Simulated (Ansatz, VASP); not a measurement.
**Two plane-wave programs on Si**

```xyz
2
Lattice="0.0000 2.7167 2.7167 2.7167 0.0000 2.7167 2.7167 2.7167 0.0000" Properties=species:S:1:pos:R:3 pbc="T T T"
Si    2.7167    2.7167    2.7167
Si    4.0751    4.0751    4.0751
```

Alike in both runs: functional PBEsol; k mesh 12 × 12 × 12; no spin polarisation.

Ansatz relaxed the structure, and its values are those at the end. VASP's run is a single point on that final structure, the one shown.

```csv
,VASP,Ansatz
version,VASP 6.6.1,Ansatz 0.2.0
potentials or method,"VASP PAW PBE potentials, release 64 (Si), cutoff 520 eV","scalar-relativistic, plane waves, PAW"
occupations,"gaussian, width 0.01 eV",fixed
valence electrons in the cell,8,8
```

```tsv
	VASP	Ansatz	Ansatz less VASP
gap on the k mesh at the Fermi level (eV)	0.46	0.47	+0.006
least direct gap on the mesh (eV)	2.52	2.52	+0.002
pressure (GPa)	0.1	0.0	-0.11
```

VASP's potentials were made for PBE, not for PBEsol, and Ansatz warns of the same on its side.
